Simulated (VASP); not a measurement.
# Mg4Cd (P-43m) in VASP: a series of runs, part 2 of 2

VASP 6.6.1. Earlier steps stand in the parts before.

## (4) Relaxation of cell and atoms, PBE

The input, INCAR:

```
PREC     = Accurate       # precision mode
ENCUT    = 600            # plane-wave cutoff, eV
EDIFF    = 1E-7           # SCF threshold, eV
ISMEAR   = 0              # smearing method
SIGMA    = 0.1            # smearing width, eV
LREAL    = False          # projectors in reciprocal space
LASPH    = True           # aspherical terms in the spheres
NELM     = 60             # most SCF steps
ALGO     = Normal         # electronic algorithm
ISIF     = 3              # what is computed and relaxed
LWAVE    = False          # write WAVECAR
LCHARG   = False          # write CHGCAR
GGA      = PE             # functional
IBRION   = 2              # ionic algorithm
NSW      = 90             # ionic steps
EDIFFG   = -0.04          # ionic threshold
```

The input, KPOINTS:

```
regular mesh
0
Gamma
  4 4 4
```

The input, POSCAR:

```
Mg4Cd
1.0
    4.6479850700      0.0000000000      0.0000000000
    0.0000000000      4.6479850700      0.0000000000
    0.0000000000      0.0000000000      4.6479850700
Mg Cd
4 1
Direct
    0.2500000000      0.2500000000      0.2500000000
    0.7500000000      0.7500000000      0.2500000000
    0.2500000000      0.7500000000      0.7500000000
    0.7500000000      0.2500000000      0.7500000000
    0.0000000000      0.0000000000      0.0000000000
```

Potentials or basis: VASP PAW PBE potentials, release 64 (Mg, Cd).

Command:

```console
$ cat potpaw_PBE.64/Mg/POTCAR potpaw_PBE.64/Cd/POTCAR > POTCAR
$ mpirun -np 1 vasp_std > vasp.out
```

OUTCAR:

```text
PREC = Accurate
   ENCUT = 600
   EDIFF = 1E-7
   ISMEAR = 0
   LREAL = False
   LASPH = True
   NELM = 60
   ISIF = 3
   GGA = PE
   IBRION = 2
   NSW = 90
   EDIFFG = -0.04

 ion  position               nearest neighbor table
   1  0.250  0.250  0.250-   5 2.01   3 3.29   4 3.29   2 3.29   3 3.29   4 3.29   2 3.29   3 3.29
                             3 3.29   2 3.29   4 3.29   4 3.29   2 3.29
   2  0.750  0.750  0.250-   5 2.01   3 3.29   4 3.29   1 3.29   3 3.29   4 3.29   1 3.29   4 3.29
                             4 3.29   1 3.29   3 3.29   3 3.29   1 3.29
   3  0.250  0.750  0.750-   5 2.01   2 3.29   4 3.29   1 3.29   1 3.29   2 3.29   1 3.29   4 3.29
                             1 3.29   2 3.29   4 3.29   2 3.29   4 3.29
   4  0.750  0.250  0.750-   5 2.01   2 3.29   3 3.29   1 3.29   1 3.29   2 3.29   2 3.29   3 3.29
                             2 3.29   1 3.29   3 3.29   1 3.29   3 3.29
   5  0.000  0.000  0.000-   1 2.01   2 2.01   3 2.01   4 2.01

  LATTYP: Found a simple cubic cell.
 ALAT       =     4.6479850700

  Lattice vectors:

 A1 = (   4.6479850700,   0.0000000000,   0.0000000000)
 A2 = (   0.0000000000,   4.6479850700,   0.0000000000)
 A3 = (   0.0000000000,   0.0000000000,   4.6479850700)

Analysis of symmetry for initial positions (statically):
=====================================================================
[... 161 lines left out ...]
  ext. energy  EPLUGINS =         0.00000000
  ---------------------------------------------------
  free energy    TOTEN  =         3.27343742 eV

  energy without entropy =        3.30171720  energy(sigma->0) =        3.28757731

------------------------ aborting loop because EDIFF is reached ----------------------------------------

  FORCE on cell =-STRESS in cart. coord.  units (eV):
  Direction    XX          YY          ZZ          XY          YZ          ZX
  --------------------------------------------------------------------------------------
  -------------------------------------------------------------------------------------
  Total       23.1777629     23.1777629     23.1777629      0.0000000     -0.0000000      0.0000000
  in kB      369.8178983    369.8178983    369.8178983      0.0000000     -0.0000000      0.0000000
  external PRESSURE =     369.8178983 kB  Pullay stress =       0.0000000 kB
[... 299 lines left out ...]
--------------------------------------- Ionic step        9  -------------------------------------------

 number of electron      20.0000014 magnetization

 Free energy of the ion-electron system (eV)
  ---------------------------------------------------
  ext. energy  EPLUGINS =         0.00000000
  ---------------------------------------------------
  free energy    TOTEN  =        -5.02300752 eV

  energy without entropy =       -5.00763844  energy(sigma->0) =       -5.01532298

 E-fermi :   1.3762     XC(G=0):  -8.0688

 val. band max:        1.3471916872   @ k =   0.2500   0.2500   0.0000
 cond. band min:       1.4691776721   @ k =   0.0000   0.0000   0.0000
 fundamental gap:      0.1219859849
 Fermi energy:         1.3761764227

 k-point     1 :       0.0000    0.0000    0.0000
  band No.  band energies     occupation
      1      -7.5120      2.00000
      2      -7.5120      2.00000
      3      -7.5120      2.00000
      4      -7.4494      2.00000
      5      -7.4494      2.00000
      6      -4.8923      2.00000
      7      -0.9388      2.00000
      8       0.8264      2.00000
      9       0.8264      2.00000
     10       0.8264      2.00000
     11       1.4692      0.18843
     12       1.4692      0.18843
     13       4.7568      0.00000
     14       4.7568      0.00000
[... 183 lines left out ...]
  FREE ENERGIE OF THE ION-ELECTRON SYSTEM (eV)
  ---------------------------------------------------
  free  energy   TOTEN  =        -5.0230075221 eV

  energy  without entropy=       -5.0076384397  energy(sigma->0) =       -5.01532298

 reached required accuracy - stopping structural energy minimisation
```

OSZICAR:

```text
N       E                     dE             d eps       ncg     rms          rms(c)
DAV:   1     0.101572459003E+03    0.10157E+03   -0.92785E+03   280   0.133E+03
DAV:   2     0.615946859483E+01   -0.95413E+02   -0.93128E+02   322   0.267E+02
DAV:   3     0.296200927329E+01   -0.31975E+01   -0.31390E+01   364   0.464E+01
[... 93 lines left out ...]
DAV:   4    -0.502301109450E+01    0.14062E-03   -0.17736E-04   304   0.672E-02    0.119E-02
DAV:   5    -0.502300815432E+01    0.29402E-05   -0.31983E-05   310   0.408E-02    0.744E-03
DAV:   6    -0.502300768809E+01    0.46623E-06   -0.29067E-06   346   0.178E-02    0.116E-03
DAV:   7    -0.502300752260E+01    0.16549E-06   -0.15119E-07   240   0.230E-03    0.562E-04
DAV:   8    -0.502300752205E+01    0.55024E-09   -0.32731E-08   170   0.202E-03
   9 F= -.50230075E+01 E0= -.50153230E+01  d E =-.242279E-02
```

It took 4.8 min on 1 thread of Intel Xeon 8259CL, shared host; peak memory 0.25 GiB.

What came out:

```
Free energy                           : -5.0230 eV
Relaxed volume                        : 28.84 Å³/atom
Relaxed cell                          : a = 5.244 Å, b = 5.244 Å, c = 5.244 Å, α = 90.00°, β = 90.00°, γ = 90.00°
Space group after relaxing (to 0.1 Å) : P-43m (No. 215)
Energy gained by relaxing             : 1659.3 meV/atom
Ionic steps                           : 9
Pressure after relaxing               : 0.1 GPa
Band gap on the k mesh                : zero (bands 10 and 11 overlap by 2.67 eV)
```

The path:
| step | energy change (eV) | largest force (eV/Å) | pressure (GPa) | volume (Å³) |
| --- | --- | --- | --- | --- |
| 1 | 0.0000 | 9.0278 | 36.98 | 100.41 |
| 2 | -7.7645 | 0.2517 | -3.22 | 183.97 |
| 3 | -8.1781 | 0.5817 | -0.80 | 152.05 |
| 4 | -8.1892 | 0.4007 | -1.43 | 156.47 |
| 5 | -8.1893 | 0.4566 | -1.24 | 155.04 |
| 6 | -8.2535 | 0.3357 | -0.73 | 150.31 |
| 7 | -8.2939 | 0.0694 | 0.32 | 142.90 |
| 8 | -8.2940 | 0.0848 | 0.25 | 143.26 |
| 9 | -8.2964 | 0.0271 | 0.10 | 144.18 |

Final structure:
```xyz
5
Lattice="5.2437 0.0000 0.0000 0.0000 5.2437 0.0000 0.0000 0.0000 5.2437" Properties=species:S:1:pos:R:3 pbc="T T T"
Mg    1.5598    1.5598    1.5598
Mg    3.6839    3.6839    1.5598
Mg    1.5598    3.6839    3.6839
Mg    3.6839    1.5598    3.6839
Cd    0.0000    0.0000    0.0000
```

Levels at points of the mesh, in eV from the Fermi level:
| k point | band 6 | band 7 | band 8 | band 9 | band 10 | band 11 | band 12 | band 13 | band 14 |
| --- | --- | --- | --- | --- | --- | --- | --- | --- | --- |
| (0.00, 0.00, 0.00) | -6.27 | -2.31 | -0.55 | -0.55 | -0.55 | 0.09 | 0.09 | 3.38 | 3.38 |
| (0.50, 0.00, 0.00) | -5.08 | -4.75 | -0.20 | -0.15 | 0.52 | 0.52 | 0.82 | 1.20 | 1.20 |
| (0.50, 0.50, 0.00) | -4.25 | -3.69 | -2.97 | -2.97 | 1.22 | 1.63 | 1.85 | 1.85 | 1.91 |
| (0.50, 0.50, 0.50) | -3.65 | -2.90 | -1.69 | -1.69 | -1.69 | -1.45 | -1.45 | -1.45 | 7.20 |

Caveat: the volume moved by over 15 % at a fixed basis, so the end points are rough.

## (5) Overview

```tsv
task	cell	cutoff (eV)	gap on the mesh (eV)	pressure (GPa)
single point	a = 4.648 Å, 5 atoms, atomic positions A	520	none	37.0
single point	a = 5.265 Å, 5 atoms, atomic positions B	520	none	-0.1
relaxation of cell and atoms	relaxed from a = 4.648 Å, 5 atoms, atomic positions A	600	none	0.1
```

Alike in all rows: level PBE; potentials or basis VASP PAW PBE potentials, release 64 (Mg, Cd); no spin polarisation; k mesh 4 × 4 × 4; smearing gaussian 0.1 eV.

Caveats: the cell stands under pressure (at least some runs); the volume moved by over 15 % at a fixed basis, so the end points are rough (at least some runs).

Absolute energies hang on the potentials; compare differences alone.

The gap in the log of VASP goes by the Fermi energy; the results here count the filled bands.